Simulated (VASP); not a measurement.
A run of VASP 6.6.1 is set up as follows.

Contents of INCAR:

```
PREC     = Accurate       # precision mode
ENCUT    = 520            # plane-wave cutoff, eV
EDIFF    = 1E-6           # SCF threshold, eV
ISMEAR   = 0              # smearing method
SIGMA    = 0.1            # smearing width, eV
LREAL    = False          # projectors in reciprocal space
LASPH    = True           # aspherical terms in the spheres
NELM     = 60             # most SCF steps
ALGO     = Normal         # electronic algorithm
ISIF     = 2              # what is computed and relaxed
LWAVE    = False          # write WAVECAR
LCHARG   = False          # write CHGCAR
GGA      = PE             # functional
NBANDS   = 18             # bands
```

KPOINTS

```
regular mesh
0
Gamma
  14 14 8
```

File POSCAR:

```
MoH5
1.0
    2.7179772607      0.0000000000      0.0000000000
    0.0000000000      2.7179772607      0.0000000000
    0.0000000000      0.0000000000      4.7836586866
H Mo
5 1
Direct
    0.5000000000      0.5000000000      0.4116611711
    0.5000000000      0.5000000000      0.5883388289
    0.0000000000      0.0000000000      0.3003369420
    0.0000000000      0.0000000000      0.6996630580
    0.0000000000      0.0000000000      0.5000000000
    0.5000000000      0.5000000000      0.0000000000
```

Potentials or basis: VASP PAW PBE potentials, release 64 (H, Mo_sv).

Command:

```sh
$ cat potpaw_PBE.64/H/POTCAR potpaw_PBE.64/Mo_sv/POTCAR > POTCAR
$ mpirun -np 1 vasp_std > vasp.out
```

(1) Predict the pressure.

(2) What does it give for the largest force?

## Answers

(1) -0.1 GPa.

(2) 0.006 eV/Å.
